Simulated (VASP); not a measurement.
# ZnInGaO4 (R3m) in VASP: notebook

Runs on ZnInGaO4. Level: PBE. Tasks: single point.

Program: VASP 6.6.1. These are calculated values, not measurements. Logs are shortened: lines on timing, memory, paths and dates and some standing lists are left out, and cuts for length are marked.

**1. The cell of the first run**

The structure is trigonal, space group R3m (No. 160). Conventional cell: a = 3.356 Å, b = 3.356 Å, c = 26.113 Å, α = 90.00°, β = 90.00°, γ = 120.00°. Within 2.6 Å of Zn (site symmetry 3m) lie 5 O at 2.00 to 2.55 Å. In (site symmetry 3m) has 6 O at 2.22 Å within 2.9 Å. Ga (site symmetry 3m) has 5 O at 1.94 to 2.00 Å within 2.6 Å. O (site symmetry 3m) has 1 Zn at 2.00 Å and 3 In at 2.22 Å within 2.6 Å. O (site symmetry 3m) has 1 Ga at 1.98 Å and 3 In at 2.22 Å within 2.6 Å. Within 2.6 Å of O (site symmetry 3m) lie 3 Ga at 1.94 Å and 1 Zn at 2.55 Å. O (site symmetry 3m) has 1 Ga at 2.00 Å and 3 Zn at 2.02 Å within 2.6 Å.

**2. Single point, PBE**

INCAR

```
ALGO = Normal
EDIFF = 1E-6
ENCUT = 520
GGA = PE
ISIF = 2
ISMEAR = 0
LASPH = True
LCHARG = True
LELF = True
LREAL = False
LVHAR = True
LWAVE = False
NBANDS = 40
NELM = 100
PREC = Accurate
SIGMA = 0.02
```

KPOINTS

```
k-points
0
Gamma
  9 9 9
```

POSCAR

```
ZnInGaO4
1.0
    1.6781015791      0.9688523984      8.7042734805
   -1.6781015791      0.9688523984      8.7042734805
    0.0000000000     -1.9377047969      8.7042734805
Zn In Ga O
1 1 1 4
Direct
    0.2188080121      0.2188080121      0.2188080121
    0.0030873695      0.0030873695      0.0030873695
    0.7870508408      0.7870508408      0.7870508408
    0.2952859596      0.2952859596      0.2952859596
    0.7112246534      0.7112246534      0.7112246534
    0.1210276778      0.1210276778      0.1210276778
    0.8635164868      0.8635164868      0.8635164868
```

Potentials or basis: VASP PAW PBE potentials, release 64 (Zn, In_d, Ga_d, O).

The run is started by

```sh
$ cat potpaw_PBE.64/Zn/POTCAR potpaw_PBE.64/In_d/POTCAR potpaw_PBE.64/Ga_d/POTCAR potpaw_PBE.64/O/POTCAR > POTCAR
$ mpirun -np 1 vasp_std > vasp.out
```

OUTCAR:

```text
EDIFF = 1E-6
   ENCUT = 520
   GGA = PE
   ISIF = 2
   ISMEAR = 0
   LASPH = True
   LREAL = False
   NELM = 100
   PREC = Accurate

 ion  position               nearest neighbor table
   1  0.219  0.219  0.219-   4 2.00   7 2.02   7 2.02   7 2.02
   2  0.003  0.003  0.003-   4 2.22   4 2.22   4 2.22   5 2.22   5 2.22   5 2.22
   3  0.787  0.787  0.787-   6 1.94   6 1.94   6 1.94   5 1.98   7 2.00
   4  0.295  0.295  0.295-   1 2.00   2 2.22   2 2.22   2 2.22
   5  0.711  0.711  0.711-   3 1.98   2 2.22   2 2.22   2 2.22
   6  0.121  0.121  0.121-   3 1.94   3 1.94   3 1.94
   7  0.864  0.864  0.864-   3 2.00   1 2.02   1 2.02   1 2.02

  LATTYP: Found a trigonal (rhomboedric) cell.
 ALAT       =     8.9173469543
 COS(alpha) =     0.9291736014

  Lattice vectors:

 A1 = (   1.6781015791,   0.9688523984,   8.7042734805)
 A2 = (  -1.6781015791,   0.9688523984,   8.7042734805)
 A3 = (   0.0000000000,  -1.9377047969,   8.7042734805)

Analysis of symmetry for initial positions (statically):
=====================================================================
 Subroutine PRICEL returns:
 Original cell was already a primitive cell.

 Routine SETGRP: Setting up the symmetry group for a
 trigonal (rhombohedral) supercell.

 Subroutine GETGRP returns: Found  6 space group operations
 (whereof  6 operations were pure point group operations)
 out of a pool of 12 trial point group operations.

The static configuration has the point symmetry C_3v.

Analysis of symmetry for dynamics (positions and initial velocities):
=====================================================================
 Subroutine PRICEL returns:
 Original cell was already a primitive cell.

 Routine SETGRP: Setting up the symmetry group for a
 trigonal (rhombohedral) supercell.

 Subroutine GETGRP returns: Found  6 space group operations
 (whereof  6 operations were pure point group operations)
 out of a pool of 12 trial point group operations.

The dynamic configuration has the point symmetry C_3v.

 Subroutine INISYM returns: Found  6 space group operations
 (whereof  6 operations are pure point group operations),
 and found     1 'primitive' translations

----------------------------------------------------------------------------------------

                                     Primitive cell

  volume of cell :      84.9102

  direct lattice vectors                    reciprocal lattice vectors
     1.678101579  0.968852398  8.704273480     0.297955741  0.172024827  0.038295365
    -1.678101579  0.968852398  8.704273480    -0.297955741  0.172024827  0.038295365
     0.000000000 -1.937704797  8.704273480     0.000000000 -0.344049655  0.038295365

  length of vectors
     8.917346954  8.917346954  8.917346954     0.346174378  0.346174378  0.346174378

  position of ions in fractional coordinates (direct lattice)
     0.218808012  0.218808012  0.218808012
     0.003087370  0.003087370  0.003087370
     0.787050841  0.787050841  0.787050841
     0.295285960  0.295285960  0.295285960
     0.711224653  0.711224653  0.711224653
     0.121027678  0.121027678  0.121027678
     0.863516487  0.863516487  0.863516487

  ion indices of the primitive-cell ions
   primitive index   ion index
                 1           1
                 2           2
                 3           3
                 4           4
                 5           5
                 6           6
                 7           7

----------------------------------------------------------------------------------------

 KPOINTS: k-points

Automatic generation of k-mesh.
 Grid dimensions read from file:
 generate k-points for:    9    9    9

 Generating k-lattice:

  Cartesian coordinates                     Fractional coordinates (reciprocal lattice)
     0.033106193  0.019113870  0.004255041     0.111111111  0.000000000  0.000000000
    -0.033106193  0.019113870  0.004255041     0.000000000  0.111111111  0.000000000
     0.000000000 -0.038227739  0.004255041     0.000000000  0.000000000  0.111111111

  Length of vectors
     0.038463820  0.038463820  0.038463820

  Shift w.r.t. Gamma in fractional coordinates (k-lattice)
     0.000000000  0.000000000  0.000000000

 Subroutine IBZKPT returns following result:
 ===========================================

 Found     85 irreducible k-points:

 Following reciprocal coordinates:
            Coordinates               Weight
  0.000000  0.000000  0.000000      1.000000
  0.111111 -0.000000 -0.000000      6.000000
  0.222222 -0.000000  0.000000      6.000000
  0.333333 -0.000000 -0.000000      6.000000
  0.444444 -0.000000  0.000000      6.000000
  0.111111  0.111111 -0.000000      6.000000
[... 16 lines left out ...]
 -0.333333  0.333333  0.000000      6.000000
  0.444444  0.444444  0.000000      6.000000
 [... further k-points ...]
   k-points           NKPTS =     85   k-points in BZ     NKDIM =     85   number of bands    NBANDS=     40
   number of dos      NEDOS =    301   number of ions     NIONS =      7
   total plane-waves  NPLWV = 343000
   dimension x,y,z NGX =    70 NGY =   70 NGZ =   70
   dimension x,y,z NGXF=   140 NGYF=  140 NGZF=  140
   ions per type =               1   1   1   4
   NGX,Y,Z   is equivalent  to a cutoff of  13.05, 13.05, 13.05 a.u.
   NGXF,Y,Z  is equivalent  to a cutoff of  26.10, 26.10, 26.10 a.u.
 SYSTEM =  unknown system
   PREC   = accura    normal or accurate (medium, high low for compatibility)
   ISTART =      0    job   : 0-new  1-cont  2-samecut
   ICHARG =      2    charge: 1-file 2-atom 10-const
   ISPIN  =      1    spin polarized calculation?
   LNONCOLLINEAR =      F non collinear calculations
   LSORBIT =      F    spin-orbit coupling
   LASPH  =      T    aspherical Exc in radial PAW
   ENCUT  =  520.0 eV  38.22 Ry    6.18 a.u.  16.58 16.58 16.58*2*pi/ulx,y,z
   NELM   =    100;   NELMIN=  2; NELMDL= -5     # of ELM steps
   EDIFF  = 0.1E-05   stopping-criterion for ELM
   LREAL  =      F    real-space projection
   EDIFFG = 0.1E-04   stopping-criterion for IOM
   NSW    =      0    number of steps for IOM
   IBRION =     -1    ionic relax: 0-MD 1-quasi-New 2-CG
   NFREE  =      0    steps in history (QN), initial steepest desc. (CG)
   ISIF   =      2    stress and relaxation
   ISYM   =      2    0-nonsym 1-usesym 2-fastsym
   POTIM  = 0.5000    time-step for ionic-motion
   TEBEG  =    0.0;   TEEND  =   0.0 temperature during run
   PSTRESS=    0.0 pullay stress
   NELECT =      62.0000    total number of electrons
   NUPDOWN=      -1.0000    fix difference up-down
   EMIN   =  10.00;   EMAX   =-10.00  energy-range for DOS
   EFERMI =   0.00;   METHOD = LEGACY
   ISMEAR =     0;   SIGMA  =   0.02  broadening in eV -4-tet -1-fermi 0-gaus
   EFERMI_NEDOS =   21; number of points for ismear=-14 and -15
   IALGO  =     38    algorithm
   IMIX   =      4    mixing-type and parameters
     AMIX     =   0.40;   BMIX     =  1.00
     AMIX_MAG =   1.60;   BMIX_MAG =  1.00
  volume/ion in A,a.u.               =      12.13        81.86
  Fermi-wavevector in a.u.,A,eV,Ry     =   1.474186  2.785807 29.568499  2.173223
  Thomas-Fermi vector in A             =   2.588988
   LORBIT       =      0    0 simple, 1 ext, 2 COOP (PROOUT), +10 PAW based schemes
   GGA     = PE    functional components
   LHFCALC =     F    Hartree Fock is set to
   AEXX    =    0.0000 exact exchange contribution
   IVDW    =     0    specifies the selected vdW correction
   LEPSILON=     F    determine dielectric tensor
   LRPA    =     F    only Hartree local field effects (RPA)
 non-spin polarized calculation
 Gauss-broadening in eV      SIGMA  =   0.02
  energy-cutoff  :      520.00
  volume of cell :       84.91
 maximum number of plane-waves:      2306
 NGX is ok and might be reduce to    70
   NGX = 33   NGY = 33   NGZ = 33

 number of electron      62.0000007 magnetization

 Free energy of the ion-electron system (eV)
  ---------------------------------------------------
  ext. energy  EPLUGINS =         0.00000000
  ---------------------------------------------------
  free energy    TOTEN  =       -37.81209642 eV

  energy without entropy =      -37.81209642  energy(sigma->0) =      -37.81209642

 E-fermi :   3.7405     XC(G=0): -11.0276

 val. band max:        3.5871954321   @ k =   0.0000   0.0000   0.0000
 cond. band min:       4.6831919490   @ k =   0.0000   0.0000   0.0000
 fundamental gap:      1.0959965169
 Fermi energy:         3.7405352504

 k-point     1 :       0.0000    0.0000    0.0000
  band No.  band energies     occupation
      1     -14.8838      2.00000
      2     -13.9870      2.00000
      3     -13.4233      2.00000
      4     -13.0017      2.00000
      5      -9.7428      2.00000
      6      -9.7428      2.00000
[... 32 lines left out ...]
     39      15.6873      0.00000
     40      15.6874      0.00000

 k-point     2 :       0.1111   -0.0000   -0.0000
  band No.  band energies     occupation
      1     -14.8105      2.00000
      2     -13.9238      2.00000
      3     -13.3956      2.00000
      4     -13.0554      2.00000
      5      -9.7217      2.00000
      6      -9.7179      2.00000
[... 32 lines left out ...]
     39      15.0384      0.00000
     40      15.6410      0.00000

 k-point     3 :       0.2222   -0.0000    0.0000
  band No.  band energies     occupation
      1     -14.6175      2.00000
      2     -13.7676      2.00000
      3     -13.3386      2.00000
      4     -13.1625      2.00000
      5      -9.6533      2.00000
      6      -9.6492      2.00000
[... 32 lines left out ...]
     39      14.8273      0.00000
     40      14.9962      0.00000

 k-point     4 :       0.3333   -0.0000   -0.0000
  band No.  band energies     occupation
      1     -14.3814      2.00000
      2     -13.6391      2.00000
      3     -13.3131      2.00000
      4     -13.1799      2.00000
      5      -9.5774      2.00000
      6      -9.5172      2.00000
[... 32 lines left out ...]
     39      14.9045      0.00000
     40      15.6983      0.00000
[... 772 lines left out ...]
     39      14.1312      0.00000
     40      14.2039      0.00000

 k-point    23 :      -0.3333    0.3333    0.0000
  band No.  band energies     occupation
      1     -14.0832      2.00000
      2     -13.6034      2.00000
      3     -13.3023      2.00000
      4     -13.1127      2.00000
      5      -9.5194      2.00000
      6      -9.4333      2.00000
[... 32 lines left out ...]
     39      13.6406      0.00000
     40      13.8745      0.00000

 k-point    24 :       0.4444    0.4444    0.0000
  band No.  band energies     occupation
      1     -14.2084      2.00000
      2     -13.6437      2.00000
      3     -13.2957      2.00000
      4     -13.1024      2.00000
      5      -9.5262      2.00000
      6      -9.4457      2.00000
[... 32 lines left out ...]
     39      14.2797      0.00000
     40      15.8062      0.00000

 [... further k-points ...]

------------------------ aborting loop because EDIFF is reached ----------------------------------------

  FORCE on cell =-STRESS in cart. coord.  units (eV):
  Direction    XX          YY          ZZ          XY          YZ          ZX
  --------------------------------------------------------------------------------------
  -------------------------------------------------------------------------------------
  Total        0.3175101      0.3175101      0.3281368      0.0000000     -0.0000000     -0.0000000
  in kB        5.9911255      5.9911255      6.1916418      0.0000000     -0.0000000     -0.0000000
  external PRESSURE =       6.0579643 kB  Pullay stress =       0.0000000 kB

 VOLUME and BASIS-vectors are now :
 -----------------------------------------------------------------------------
  energy-cutoff  :      520.00
  volume of cell :       84.91
      direct lattice vectors                 reciprocal lattice vectors
     1.678101579  0.968852398  8.704273480     0.297955741  0.172024827  0.038295365
    -1.678101579  0.968852398  8.704273480    -0.297955741  0.172024827  0.038295365
     0.000000000 -1.937704797  8.704273480     0.000000000 -0.344049655  0.038295365

 POSITION                                       TOTAL-FORCE (eV/Angst)
 -----------------------------------------------------------------------------------
      0.00000     -0.00000      5.71369         0.000000     -0.000000      0.002359
      0.00000     -0.00000      0.08062         0.000000      0.000000     -0.001267
      0.00000     -0.00000     20.55212         0.000000      0.000000     -0.006462
      0.00000     -0.00000      7.71075         0.000000     -0.000000      0.011420
      0.00000     -0.00000     18.57208         0.000000      0.000000     -0.001285
      0.00000     -0.00000      3.16037         0.000000      0.000000     -0.002922
      0.00000     -0.00000     22.54885         0.000000      0.000000     -0.001843
 -----------------------------------------------------------------------------------
    total drift:                               -0.000000     -0.000000     -0.000046

  FREE ENERGIE OF THE ION-ELECTRON SYSTEM (eV)
  ---------------------------------------------------
  free  energy   TOTEN  =       -37.8120964167 eV

  energy  without entropy=      -37.8120964167  energy(sigma->0) =      -37.81209642
```

Run time: 41 min. Hardware: 1 thread of AMD EPYC 7R43 (Zen 3), shared host; peak memory 0.8 GiB.

What came out:

| Item | Value |
| --- | --- |
| Free energy | -37.8121 eV |
| Pressure | 0.6 GPa |
| Largest force | 0.011 eV/Å |
| Band gap on the k mesh | 1.10 eV |

Forces in eV/Å, atoms in the order of the input:
```
Zn   0.000  0.000  0.002
In   0.000  0.000 -0.001
Ga   0.000  0.000 -0.006
O    0.000  0.000  0.011
O    0.000  0.000 -0.001
O    0.000  0.000 -0.003
O    0.000  0.000 -0.002
```

Levels at points of the mesh, in eV from the valence-band top:
```tsv
k point	band 28	band 29	band 30	band 31	band 32	band 33	band 34	band 35
(0.00, 0.00, 0.00)	-0.74	-0.49	0.00	0.00	1.10	4.23	4.86	5.79
```

Caveat: spin-orbit coupling is left out, which moves the levels of the heavy elements; an odd mesh through Γ misses points on the zone boundary, where band edges can lie.

**3. Single point, PBE**

This run uses another cell than the first one, of 12.17 Å³/atom.

INCAR

```
  PREC = Accurate
  ENCUT = 520
  EDIFF = 1E-6
  ISMEAR = 0
  SIGMA = 0.1
  LREAL = F
  LASPH = T
  NELM = 100
  ALGO = Normal
  ISIF = 2
  LWAVE = F
  LCHARG = F
  GGA = PE
  NBANDS = 40
```

KPOINTS

```
Automatic mesh
0
Gamma
  6 6 6
```

POSCAR

```
ZnInGaO4
1.0
    1.6803268700      0.9701371700      8.7134054600
   -1.6803268700      0.9701371700      8.7134054600
    0.0000000000     -1.9402743400      8.7134054600
Zn In Ga O
1 1 1 4
Direct
    0.2183820000      0.2183820000      0.2183820000
    0.0027680000      0.0027680000      0.0027680000
    0.7870340000      0.7870340000      0.7870340000
    0.2951430000      0.2951430000      0.2951430000
    0.7113580000      0.7113580000      0.7113580000
    0.1217170000      0.1217170000      0.1217170000
    0.8635990000      0.8635990000      0.8635990000
```

Potentials or basis: VASP PAW PBE potentials, release 64 (Zn, In_d, Ga_d, O).

The run is started by

```sh
$ cat potpaw_PBE.64/Zn/POTCAR potpaw_PBE.64/In_d/POTCAR potpaw_PBE.64/Ga_d/POTCAR potpaw_PBE.64/O/POTCAR > POTCAR
$ mpirun -np 1 vasp_std > vasp.out
```

OUTCAR:

```text
PREC = Accurate
   ENCUT = 520
   EDIFF = 1E-6
   ISMEAR = 0
   LREAL = F
   LASPH = T
   NELM = 100
   ISIF = 2
   GGA = PE

 ion  position               nearest neighbor table
   1  0.218  0.218  0.218-   4 2.01   7 2.02   7 2.02   7 2.02
   2  0.003  0.003  0.003-   4 2.22   4 2.22   4 2.22   5 2.23   5 2.23   5 2.23
   3  0.787  0.787  0.787-   6 1.94   6 1.94   6 1.94   5 1.98   7 2.00
   4  0.295  0.295  0.295-   1 2.01   2 2.22   2 2.22   2 2.22
   5  0.711  0.711  0.711-   3 1.98   2 2.23   2 2.23   2 2.23
   6  0.122  0.122  0.122-   3 1.94   3 1.94   3 1.94
   7  0.864  0.864  0.864-   3 2.00   1 2.02   1 2.02   1 2.02

  LATTYP: Found a trigonal (rhomboedric) cell.
 ALAT       =     8.9268190992
 COS(alpha) =     0.9291362596

  Lattice vectors:

 A1 = (   1.6803268700,   0.9701371700,   8.7134054600)
 A2 = (  -1.6803268700,   0.9701371700,   8.7134054600)
 A3 = (   0.0000000000,  -1.9402743400,   8.7134054600)

Analysis of symmetry for initial positions (statically):
=====================================================================
 Subroutine PRICEL returns:
[... 188 lines left out ...]

 k-point     1 :       0.0000    0.0000    0.0000
  band No.  band energies     occupation
      1     -14.8962      2.00000
      2     -14.0063      2.00000
      3     -13.4268      2.00000
      4     -13.0344      2.00000
      5      -9.7799      2.00000
      6      -9.7799      2.00000
[... 1021 lines left out ...]
     39      13.9817      0.00000
     40      14.5706      0.00000

 [... further k-points ...]

------------------------ aborting loop because EDIFF is reached ----------------------------------------

  FORCE on cell =-STRESS in cart. coord.  units (eV):
  Direction    XX          YY          ZZ          XY          YZ          ZX
  --------------------------------------------------------------------------------------
  -------------------------------------------------------------------------------------
  Total        0.0259416      0.0259416     -0.0201114      0.0000000     -0.0000000     -0.0000000
  in kB        0.4876876      0.4876876     -0.3780824      0.0000000     -0.0000000     -0.0000000
  external PRESSURE =       0.1990976 kB  Pullay stress =       0.0000000 kB

 VOLUME and BASIS-vectors are now :
 -----------------------------------------------------------------------------
  energy-cutoff  :      520.00
  volume of cell :       85.22
      direct lattice vectors                 reciprocal lattice vectors
     1.680326870  0.970137170  8.713405460     0.297561152  0.171797012  0.038255230
    -1.680326870  0.970137170  8.713405460    -0.297561152  0.171797012  0.038255230
     0.000000000 -1.940274340  8.713405460     0.000000000 -0.343594023  0.038255230

 POSITION                                       TOTAL-FORCE (eV/Angst)
 -----------------------------------------------------------------------------------
      0.00000      0.00000      5.70855         0.000000     -0.000000      0.040724
      0.00000      0.00000      0.07236         0.000000     -0.000000      0.044898
      0.00000      0.00000     20.57324         0.000000      0.000000      0.020237
      0.00000      0.00000      7.71510         0.000000     -0.000000      0.028317
      0.00000      0.00000     18.59505         0.000000     -0.000000     -0.049668
      0.00000      0.00000      3.18171         0.000000      0.000000     -0.076917
      0.00000      0.00000     22.57466         0.000000     -0.000000     -0.007591
 -----------------------------------------------------------------------------------
    total drift:                                0.000000      0.000000      0.001349

  FREE ENERGIE OF THE ION-ELECTRON SYSTEM (eV)
  ---------------------------------------------------
  free  energy   TOTEN  =       -37.8106003453 eV

  energy  without entropy=      -37.8106003453  energy(sigma->0) =      -37.81060035
```

It took 16 min on 1 thread of AMD EPYC 7R43 (Zen 3), shared host; peak memory 0.69 GiB.

What came out:

| Property | Result |
| --- | --- |
| Free energy | -37.8106 eV |
| Pressure | 0.0 GPa |
| Largest force | 0.077 eV/Å |
| Band gap on the k mesh | 1.05 eV |

Forces in eV/Å, atoms in the order of the input:
```
Zn   0.000  0.000  0.041
In   0.000  0.000  0.045
Ga   0.000  0.000  0.020
O    0.000  0.000  0.028
O    0.000  0.000 -0.050
O    0.000  0.000 -0.077
O    0.000  0.000 -0.008
```

Stress tensor (GPa, compression positive):
```
 0.05  0.00  0.00
 0.00  0.05  0.00
 0.00  0.00 -0.04
```

Caveat: spin-orbit coupling is left out, which moves the levels of the heavy elements.
